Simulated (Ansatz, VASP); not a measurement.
## NbSi: VASP beside Ansatz

```
Nb Si
1.0
     0.00000    2.62413    2.62413
     2.62413    0.00000    2.62413
     2.62413    2.62413    0.00000
Nb Si
1 1
Direct
  0.00000 0.00000 0.00000
  0.50000 0.50000 0.50000
```

Change from the starting cell: volume scaled by 1.06, crystal datasets.

Alike in both runs: task electric field gradients; functional PBE; k mesh 14 × 14 × 14; occupations fermi-dirac, width 0.05 eV; no spin polarisation.

|  | VASP | Ansatz |
| --- | --- | --- |
| version | VASP 6.6.1 | Ansatz 0.2.0 |
| potentials or method | VASP PAW PBE potentials, release 64 (Nb_sv, Si), cutoff 520 eV | all-electron PAW with datasets made for the crystal, scalar-relativistic |

```csv
,VASP,Ansatz,Ansatz less VASP
pressure (GPa),-7.9,-7.8,+0.14
```

Ansatz ran all-electron here, and VASP with PAW potentials.
